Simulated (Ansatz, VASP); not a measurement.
**Two plane-wave programs on Ta3As5**

```
Ta As
1.0
     3.69277    0.00000    0.00000
     0.00000    3.69277    0.00000
     0.00000    0.00000   12.94225
Ta As
3 5
Direct
  0.50000 0.50000 0.12500
  0.50000 0.50000 0.87500
  0.00000 0.00000 0.50000
  0.00000 0.00000 0.25000
  0.00000 0.00000 0.75000
  0.00000 0.00000 0.00000
  0.50000 0.50000 0.37500
  0.50000 0.50000 0.62500
```

Change from the starting cell: species swapped into the Ti3Pd5 type (P4/mmm, No. 123).

Alike in both runs: task single point; functional PBE; k mesh 6 × 6 × 2; occupations gaussian, width 0.1 eV; no spin polarisation.

|  | VASP | Ansatz |
| --- | --- | --- |
| version | VASP 6.6.1 | Ansatz 0.2.0 |
| potentials or method | VASP PAW PBE potentials, release 64 (Ta_pv, As), cutoff 520 eV | scalar-relativistic, plane waves, PAW |
| valence electrons in the cell | 58 | 114 |

```tsv
	VASP	Ansatz	Ansatz less VASP
gap on the k mesh at the Fermi level (eV)	none	none	-
pressure (GPa)	-22.7	-22.7	-0.05
traceless stress, the component that is largest in VASP (GPa)	-2.82	-2.82	-0.001
rms of the force components (eV/Å)	0.557	0.558	+0.0014
```

Atom by atom the forces differ by 0.002 eV/Å (rms over components). A gap of «none» marks a metal or a gap that the smearing closes. VASP's potentials hold 58 valence electrons a cell and Ansatz's 114, so a difference there can come from the potentials and not from the codes.

Neither program's run includes spin-orbit coupling.
